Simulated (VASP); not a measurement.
A run of VASP 6.6.1:

The input INCAR:

```
SYSTEM = Al2Pt
PREC = Accurate
ENCUT = 520
EDIFF = 1E-7
ISMEAR = -1
SIGMA = 0.05
LREAL = .FALSE.
LASPH = .TRUE.
NELM = 60
ALGO = Normal
ISIF = 2
LWAVE = .FALSE.
LCHARG = .FALSE.
GGA = PS
NBANDS = 15
```

File KPOINTS:

```
Automatic mesh
0
G
  8 8 8
  0 0 0
```

File POSCAR:

```
Al2Pt
1.0
    0.0000000000      2.8872755771      2.8872755771
    2.8872755771      0.0000000000      2.8872755771
    2.8872755771      2.8872755771      0.0000000000
Pt Al
1 2
Direct
    0.0000000000      0.0000000000      0.0000000000
    0.7500000000      0.7500000000      0.7500000000
    0.2500000000      0.2500000000      0.2500000000
```

Potentials or basis: VASP PAW PBE potentials, release 64 (Pt, Al).

Run with:

```sh
$ cat potpaw_PBE.64/Pt/POTCAR potpaw_PBE.64/Al/POTCAR > POTCAR
$ mpirun -np 1 vasp_std > vasp.out
```

Hardware: 1 thread of Intel Xeon 8259CL (shared host).

Estimate the wall time of this run.

Run time: 28 s on 1 thread of Intel Xeon 8259CL, on a shared host, peak memory 0.18 GiB. Counts: scf iterations 13, k points 29.
